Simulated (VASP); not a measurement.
# Cs7Pb8Cl23 (a cell with a defect) in VASP: single point with PBEsol

Aim: the single point of Cs7Pb8Cl23 (a cell with a defect) with PBEsol.

Program: VASP 6.6.1. These are calculated values, not measurements. Logs are shortened: lines on timing, memory, paths and dates and some standing lists are left out, and cuts for length are marked.

### 1 The cell of the first run

The cell holds a defect, 38 atoms: a = 11.234 Å, b = 11.234 Å, c = 11.234 Å, α = 90.00°, β = 90.00°, γ = 90.00°.

### 2 Single point, PBEsol

The input, INCAR:

```
PREC = Accurate ; ENCUT = 400
EDIFF = 1E-6 ; ISMEAR = -1
SIGMA = 0.05 ; LREAL = Auto
LASPH = True ; NELM = 120
ALGO = Normal ; ISIF = 2
LWAVE = False ; LCHARG = False
GGA = PS ; NBANDS = 193
ISYM = -1 ; GGA_COMPAT = False
```

The input, KPOINTS:

```
explicit points
1
Reciprocal
  0.25000000   0.25000000   0.25000000 1
```

The input, POSCAR:

```
Cs7Pb8Cl23
1.0
   11.2343380000      0.0000000000      0.0000000000
    0.0000000000     11.2343380000      0.0000000000
    0.0000000000      0.0000000000     11.2343380000
Cs Pb Cl
7 8 23
Direct
    0.0065850000      0.9931640000      0.9952580000
    0.9742920000      0.9992390000      0.5022660000
    0.9954940000      0.5153980000      0.0087190000
    0.9653010000      0.5289030000      0.5208950000
    0.5226350000      0.9997470000      0.9964350000
    0.5075500000      0.9595530000      0.4870350000
    0.5181710000      0.5100900000      0.0153000000
    0.2607560000      0.2460630000      0.2648980000
    0.2528210000      0.2473860000      0.7382170000
    0.2480440000      0.7503820000      0.2451660000
    0.2431580000      0.7514020000      0.7505060000
    0.7576520000      0.2502190000      0.2483450000
    0.7489120000      0.2516070000      0.7526630000
    0.7487360000      0.7496350000      0.2517240000
    0.7411870000      0.7521550000      0.7547830000
    0.2723310000      0.1864820000      0.5037780000
    0.2022960000      0.7423390000      0.9987840000
    0.2524980000      0.7896450000      0.4987740000
    0.7718840000      0.2096710000      0.9990220000
    0.7868250000      0.2675120000      0.5000220000
    0.7775420000      0.7809510000      0.0026860000
    0.7349680000      0.7393610000      0.5032890000
    0.0105940000      0.2364110000      0.2325260000
    0.0015370000      0.2132700000      0.7573530000
    0.9980760000      0.7535060000      0.2793720000
    0.9930940000      0.7835840000      0.7290350000
    0.5019270000      0.2469950000      0.2037380000
    0.4925520000      0.2687050000      0.8083760000
    0.4984210000      0.7627050000      0.2142420000
    0.4931940000      0.7415320000      0.7985120000
    0.2590680000      0.0060540000      0.2003420000
    0.2669010000      0.0081880000      0.7986000000
    0.2460780000      0.4955450000      0.2120630000
    0.1962880000      0.5016260000      0.7451790000
    0.7434460000      0.9998580000      0.2805880000
    0.7140760000      0.0022430000      0.7218940000
    0.7650990000      0.5000570000      0.2128100000
    0.7807300000      0.5020160000      0.7852770000
```

Potentials or basis: VASP PAW PBE potentials, release 64 (Cs_sv, Pb_d, Cl).

On the command line:

```bash
cat potpaw_PBE.64/Cs_sv/POTCAR potpaw_PBE.64/Pb_d/POTCAR potpaw_PBE.64/Cl/POTCAR > POTCAR
mpirun -np 1 vasp_std > vasp.out
```

OUTCAR:

```text
PREC = Accurate
   ENCUT = 400
   EDIFF = 1E-6
   ISMEAR = -1
   LREAL = Auto
   LASPH = True
   NELM = 120
   ISIF = 2
   GGA = PS
   ISYM = -1

 ion  position               nearest neighbor table
   1  0.007  0.993  0.995-
   2  0.974  0.999  0.502-
   3  0.995  0.515  0.009-
   4  0.965  0.529  0.521-
   5  0.523  1.000  0.996-
   6  0.508  0.960  0.487-
   7  0.518  0.510  0.015-
   8  0.261  0.246  0.265-  16 2.77  31 2.79  27 2.80  23 2.84  33 2.87
   9  0.253  0.247  0.738-  16 2.73  32 2.78  28 2.82  24 2.86  34 2.93
  10  0.248  0.750  0.245-  17 2.82  25 2.83  29 2.84  18 2.88  33 2.89  31 2.92
  11  0.243  0.751  0.751-  17 2.83  26 2.84  34 2.86  18 2.86  30 2.86  32 2.95
  12  0.758  0.250  0.248-  37 2.84  35 2.84  19 2.84  23 2.85  20 2.85  27 2.92
  13  0.749  0.252  0.753-  19 2.82  36 2.85  38 2.86  24 2.87  20 2.88  28 2.95
  14  0.749  0.750  0.252-  25 2.82  35 2.83  22 2.83  21 2.84  37 2.84  29 2.85
  15  0.741  0.752  0.755-  22 2.83  30 2.83  21 2.83  36 2.85  38 2.87  26 2.87
  16  0.272  0.186  0.504-   9 2.73   8 2.77
  17  0.202  0.742  0.999-  10 2.82  11 2.83
  18  0.252  0.790  0.499-  11 2.86  10 2.88
  19  0.772  0.210  0.999-  13 2.82  12 2.84
  20  0.787  0.268  0.500-  12 2.85  13 2.88
  21  0.778  0.781  0.003-  15 2.83  14 2.84
[... 15 lines left out ...]
  37  0.765  0.500  0.213-  12 2.84  14 2.84
  38  0.781  0.502  0.785-  13 2.86  15 2.87

IMPORTANT INFORMATION: All symmetrisations will be switched off!
NOSYMM: (Re-)initialisation of all symmetry stuff for point group C_1.

----------------------------------------------------------------------------------------

                                     Primitive cell

  volume of cell :    1417.8897

  direct lattice vectors                    reciprocal lattice vectors
    11.234338000  0.000000000  0.000000000     0.089012811  0.000000000  0.000000000
     0.000000000 11.234338000  0.000000000     0.000000000  0.089012811  0.000000000
     0.000000000  0.000000000 11.234338000     0.000000000  0.000000000  0.089012811

  length of vectors
    11.234338000 11.234338000 11.234338000     0.089012811  0.089012811  0.089012811

  position of ions in fractional coordinates (direct lattice)
     0.006585000  0.993164000  0.995258000
     0.974292000  0.999239000  0.502266000
     0.995494000  0.515398000  0.008719000
     0.965301000  0.528903000  0.520895000
     0.522635000  0.999747000  0.996435000
     0.507550000  0.959553000  0.487035000
[... 30 lines left out ...]
     0.765099000  0.500057000  0.212810000
     0.780730000  0.502016000  0.785277000

  ion indices of the primitive-cell ions
   primitive index   ion index
                 1           1
                 2           2
                 3           3
                 4           4
                 5           5
                 6           6
[... 30 lines left out ...]
                37          37
                38          38

----------------------------------------------------------------------------------------

 KPOINTS: explicit points

Read explicit list of k-points.

 Found      1 k-points:

 Following reciprocal coordinates:
            Coordinates               Weight
  0.250000  0.250000  0.250000      1.000000
   k-points           NKPTS =      1   k-points in BZ     NKDIM =      1   number of bands    NBANDS=    193
   number of dos      NEDOS =    301   number of ions     NIONS =     38
   total plane-waves  NPLWV = 512000
   dimension x,y,z NGX =    80 NGY =   80 NGZ =   80
   dimension x,y,z NGXF=   160 NGYF=  160 NGZF=  160
   ions per type =               7   8  23
   NGX,Y,Z   is equivalent  to a cutoff of  11.84, 11.84, 11.84 a.u.
   NGXF,Y,Z  is equivalent  to a cutoff of  23.68, 23.68, 23.68 a.u.
 SYSTEM =  unknown system
   PREC   = accura    normal or accurate (medium, high low for compatibility)
   ISTART =      0    job   : 0-new  1-cont  2-samecut
   ICHARG =      2    charge: 1-file 2-atom 10-const
   ISPIN  =      1    spin polarized calculation?
   LNONCOLLINEAR =      F non collinear calculations
   LSORBIT =      F    spin-orbit coupling
   LASPH  =      T    aspherical Exc in radial PAW
   ENCUT  =  400.0 eV  29.40 Ry    5.42 a.u.  18.32 18.32 18.32*2*pi/ulx,y,z
   NELM   =    120;   NELMIN=  2; NELMDL= -5     # of ELM steps
   EDIFF  = 0.1E-05   stopping-criterion for ELM
   LREAL  =      T    real-space projection
   EDIFFG = 0.1E-04   stopping-criterion for IOM
   NSW    =      0    number of steps for IOM
   IBRION =     -1    ionic relax: 0-MD 1-quasi-New 2-CG
   NFREE  =      0    steps in history (QN), initial steepest desc. (CG)
   ISIF   =      2    stress and relaxation
   ISYM   =     -1    0-nonsym 1-usesym 2-fastsym
   POTIM  = 0.5000    time-step for ionic-motion
   TEBEG  =    0.0;   TEEND  =   0.0 temperature during run
   PSTRESS=    0.0 pullay stress
   NELECT =     336.0000    total number of electrons
   NUPDOWN=      -1.0000    fix difference up-down
   EMIN   =  10.00;   EMAX   =-10.00  energy-range for DOS
   EFERMI =   0.00;   METHOD = LEGACY
   ISMEAR =    -1;   SIGMA  =   0.05  broadening in eV -4-tet -1-fermi 0-gaus
   EFERMI_NEDOS =   21; number of points for ismear=-14 and -15
   IALGO  =     38    algorithm
   IMIX   =      4    mixing-type and parameters
     AMIX     =   0.40;   BMIX     =  1.00
     AMIX_MAG =   1.60;   BMIX_MAG =  1.00
  volume/ion in A,a.u.               =      37.31       251.80
  Fermi-wavevector in a.u.,A,eV,Ry     =   1.013072  1.914429 13.963870  1.026315
  Thomas-Fermi vector in A             =   2.146219
   LORBIT       =      0    0 simple, 1 ext, 2 COOP (PROOUT), +10 PAW based schemes
   GGA     = PS    functional components
   LHFCALC =     F    Hartree Fock is set to
   AEXX    =    0.0000 exact exchange contribution
   IVDW    =     0    specifies the selected vdW correction
   LEPSILON=     F    determine dielectric tensor
   LRPA    =     F    only Hartree local field effects (RPA)
 non-spin polarized calculation
  energy-cutoff  :      400.00
  volume of cell :     1417.89
 maximum number of plane-waves:     25731
 NGX is ok and might be reduce to    80
   NGX = 37   NGY = 37   NGZ = 37

 number of electron     336.0000009 magnetization

 Free energy of the ion-electron system (eV)
  ---------------------------------------------------
  ext. energy  EPLUGINS =         0.00000000
  ---------------------------------------------------
  free energy    TOTEN  =      -139.72029366 eV

  energy without entropy =     -139.72029366  energy(sigma->0) =     -139.72029366

 E-fermi :   1.3699     XC(G=0):  -7.6317

 val. band max:        0.1393097564   @ k =   0.2500   0.2500   0.2500
 cond. band min:       2.9560441591   @ k =   0.2500   0.2500   0.2500
 fundamental gap:      2.8167344026
 Fermi energy:         1.3698820449

 k-point     1 :       0.2500    0.2500    0.2500
  band No.  band energies     occupation
      1     -19.9060      2.00000
      2     -19.8704      2.00000
      3     -19.7829      2.00000
      4     -19.7576      2.00000
      5     -19.7080      2.00000
      6     -19.6512      2.00000
[... 172 lines left out ...]
    179       4.2503      0.00000
    180       4.2955      0.00000
 [bands above 180 left out]

------------------------ aborting loop because EDIFF is reached ----------------------------------------

  FORCE on cell =-STRESS in cart. coord.  units (eV):
  Direction    XX          YY          ZZ          XY          YZ          ZX
  --------------------------------------------------------------------------------------
  -------------------------------------------------------------------------------------
  Total       -4.0490437     -5.0165803     -3.7894676     -0.1806820     -0.2109479      0.0275347
  in kB       -4.5753107     -5.6686010     -4.2819967     -0.2041658     -0.2383655      0.0311135
  external PRESSURE =      -4.8419695 kB  Pullay stress =       0.0000000 kB

 VOLUME and BASIS-vectors are now :
 -----------------------------------------------------------------------------
  energy-cutoff  :      400.00
  volume of cell :     1417.89
      direct lattice vectors                 reciprocal lattice vectors
    11.234338000  0.000000000  0.000000000     0.089012811  0.000000000  0.000000000
     0.000000000 11.234338000  0.000000000     0.000000000  0.089012811  0.000000000
     0.000000000  0.000000000 11.234338000     0.000000000  0.000000000  0.089012811

 POSITION                                       TOTAL-FORCE (eV/Angst)
 -----------------------------------------------------------------------------------
      0.07398     11.15754     11.18106        -0.004820     -0.004428     -0.002678
     10.94553     11.22579      5.64263         0.006225     -0.003823      0.004574
     11.18372      5.79016      0.09795         0.007579      0.002005     -0.007814
     10.84452      5.94188      5.85191         0.007882      0.005562      0.008812
      5.87146     11.23150     11.19429         0.001071     -0.009657     -0.004459
      5.70199     10.77994      5.47152        -0.006037      0.002417     -0.002826
[... 30 lines left out ...]
      8.59538      5.61781      2.39078         0.001099     -0.008211      0.008599
      8.77098      5.63982      8.82207        -0.001566     -0.007941      0.001638
 -----------------------------------------------------------------------------------
    total drift:                                0.000233      0.000090     -0.004294

  FREE ENERGIE OF THE ION-ELECTRON SYSTEM (eV)
  ---------------------------------------------------
  free  energy   TOTEN  =      -139.7202936620 eV

  energy  without entropy=     -139.7202936620  energy(sigma->0) =     -139.72029366
```

Run time: 7.5 min. Hardware: 1 thread of Intel Xeon Platinum 8259CL at 2.50GHz (Skylake/Cascade Lake), shared host; peak memory 1 GiB.

Results:

- Free energy: -139.7203 eV
- Pressure: -0.5 GPa
- Largest force: 0.031 eV/Å
- Band gap on the k mesh: 2.82 eV

Forces in eV/Å, atoms in the order of the input:
```
Cs  -0.005 -0.004 -0.003
Cs   0.006 -0.004  0.005
Cs   0.008  0.002 -0.008
Cs   0.008  0.006  0.009
Cs   0.001 -0.010 -0.004
Cs  -0.006  0.002 -0.003
Cs  -0.002  0.010 -0.006
Pb   0.003  0.007  0.012
Pb   0.004  0.023  0.002
Pb   0.014 -0.007  0.002
Pb   0.017 -0.003  0.003
Pb  -0.001 -0.010 -0.001
Pb  -0.009 -0.005  0.002
Pb  -0.013  0.009 -0.027
Pb  -0.010 -0.001  0.018
Cl  -0.008  0.006 -0.016
Cl  -0.001  0.006  0.003
Cl  -0.006 -0.002 -0.012
Cl  -0.004  0.004  0.003
Cl   0.003  0.000 -0.003
Cl  -0.001 -0.003  0.007
Cl  -0.002 -0.001 -0.003
Cl   0.007  0.001 -0.005
Cl   0.001 -0.001  0.000
Cl  -0.002  0.000  0.003
Cl  -0.015  0.003  0.000
Cl  -0.006 -0.001  0.009
Cl  -0.002 -0.001 -0.003
Cl   0.005 -0.001  0.005
Cl   0.009  0.000 -0.004
Cl  -0.002  0.012  0.002
Cl  -0.006  0.010  0.006
Cl   0.006 -0.018  0.005
Cl  -0.003 -0.029 -0.005
Cl   0.007  0.009 -0.003
Cl   0.005  0.009 -0.001
Cl   0.001 -0.008  0.009
Cl  -0.002 -0.008  0.002
```

Caveat: the PAW data sets were made with another functional, which shifts forces and pressure a little; spin-orbit coupling is left out, which moves the levels of the heavy elements.
